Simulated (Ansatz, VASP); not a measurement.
**One calculation of Al2GaSb3, two programs**

File INCAR:

```
PREC     = Accurate       # precision mode
ENCUT    = 600            # plane-wave cutoff, eV
EDIFF    = 1E-6           # SCF threshold, eV
ISMEAR   = 0              # smearing method
SIGMA    = 0.02           # smearing width, eV
LREAL    = False          # projectors in reciprocal space
LASPH    = True           # aspherical terms in the spheres
NELM     = 80             # most SCF steps
ALGO     = Normal         # electronic algorithm
ISIF     = 3              # what is computed and relaxed
LWAVE    = False          # write WAVECAR
LCHARG   = False          # write CHGCAR
GGA      = PE             # functional
IBRION   = 2              # ionic algorithm
NSW      = 100            # ionic steps
EDIFFG   = -0.01          # ionic threshold
```

Contents of KPOINTS:

```
Automatic mesh
0
Gamma
  10 10 10
```

File POSCAR:

```
Al2GaSb3
1.0
   -2.1999589000      2.1999589000      9.3299394000
    2.1999589000     -2.1999589000      9.3299394000
    2.1999589000      2.1999589000     -9.3299394000
Al Ga Sb
2 1 3
Direct
    0.6664720000      0.6664720000      0.0000000000
    0.3335280000      0.3335280000      0.0000000000
    0.0000000000      0.0000000000      0.0000000000
    0.2500000000      0.7500000000      0.5000000000
    0.9167670000      0.4167670000      0.5000000000
    0.5832330000      0.0832330000      0.5000000000
```

Input for Ansatz:

```yaml
crystal:
  lattice:
    - [-2.1999589, 2.1999589, 9.3299394]
    - [2.1999589, -2.1999589, 9.3299394]
    - [2.1999589, 2.1999589, -9.3299394]
  atoms:
    - { symbol: Al, position: [0.666472, 0.666472, 0.0] }
    - { symbol: Al, position: [0.333528, 0.333528, 0.0] }
    - { symbol: Ga, position: [0.0, 0.0, 0.0] }
    - { symbol: Sb, position: [0.25, 0.75, 0.5] }
    - { symbol: Sb, position: [0.916767, 0.416767, 0.5] }
    - { symbol: Sb, position: [0.583233, 0.083233, 0.5] }
basis:
  ecutwfc: 420
kpoints:
  mp_grid: { grid: [10, 10, 10] }
hamiltonian:
  xc: pbe
scf:
  occupations: { method: gaussian, width: 0.02 }
output:
  forces: true
  stress: true
  eigenvalues: true
  write_density: true
  write_potential: true
  elf: true
  volumetric_format: npy
relax:
  adjacent_minimum: "off"
  f_tol: 0.01
  max_steps: 80
  cell: { stress_tol: 0.05 }
```

Alike in both runs: task relaxation of cell and atoms; functional PBE; k mesh 10 × 10 × 10; occupations gaussian, width 0.02 eV; no spin polarisation.

|  | VASP | Ansatz |
| --- | --- | --- |
| version | VASP 6.6.1 | Ansatz 0.2.0 |
| potentials or method | VASP PAW PBE potentials, release 64 (Al, Ga_d, Sb), cutoff 600 eV | scalar-relativistic, plane waves, PAW |
| valence electrons in the cell | 34 | 64 |

VASP gave:

* gap on the k mesh at the Fermi level, each at its own relaxed structure (eV): 0.58
* relaxed volume (Å³/atom): 30.22
* relaxed length of the cell vector where the two differ most in proportion (Å): 9.847

Problem. What did Ansatz give for the same quantities?

Solution. gap on the k mesh at the Fermi level, each at its own relaxed structure (eV): 0.60; relaxed volume (Å³/atom): 30.10; relaxed length of the cell vector where the two differ most in proportion (Å): 9.835.

VASP's potentials hold 34 valence electrons a cell and Ansatz's 64, so a difference there can come from the potentials and not from the codes.

Neither program's run includes spin-orbit coupling.
